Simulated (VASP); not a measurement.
AlRu:

```
Ru Al
1.0
     2.72575    0.00000    0.00000
     0.00000    2.72575    0.00000
     0.00000    0.00000    3.93968
Ru Al
1 1
Direct
  0.50000 0.50000 0.50000
  0.00000 0.00000 0.00000
```

```yaml
Program: VASP 6.6.1
Task: relaxation of cell and atoms
Functional: PBE
Potentials_or_basis: VASP PAW PBE potentials, release 64 (Ru_pv, Al)
Cutoff: 600 eV
k_mesh: 16 × 16 × 10
Occupations: gaussian, width 0.1 eV
Spin: no spin polarisation
```

At the start: pressure -6.5 GPa; volume 14.64 Å³/atom.

Q: How do energy, volume and symmetry change on relaxing?

A: Over 14 steps the energy falls by 369.9 meV/atom and the volume is 13.55 Å³/atom (-7.4 %); space group P4/mmm (No. 123, to 0.1 Å) before, Pm-3m (No. 221, to 0.1 Å).

The path:
```
step  energy change (eV)  largest force (eV/Å)  pressure (GPa)  volume (Å³)
   1              0.0000                0.0000           -6.46        29.27
   2             -0.1925                0.0000            9.03        26.77
   3             -0.2127                0.0000           15.95        25.90
   4             -0.3239                0.0000           14.99        25.83
   5             -0.5993                0.0000           15.31        25.47
   6              0.0286                0.0000           39.10        23.97
   7             -0.6378                0.0000           16.80        25.26
   8             -0.6351                0.0000           18.18        25.13
   9             -0.7282                0.0000            5.49        26.41
  10             -0.7398                0.0000           -0.18        27.11
  11             -0.7398                0.0000            0.21        27.07
  12             -0.7398                0.0000            0.21        27.07
  13             -0.7398                0.0000            0.23        27.07
  14             -0.7399                0.0000            0.06        27.09
```

Final structure:
```
Ru Al
1.0
     3.00424    0.00000    0.00000
     0.00000    3.00424    0.00000
     0.00000    0.00000    3.00199
Ru Al
1 1
Direct
  0.50000 0.50000 0.50000
  0.00000 0.00000 0.00000
```

Caveat: a cell axis changed by over 15 % at a fixed basis, so the end point is rough.
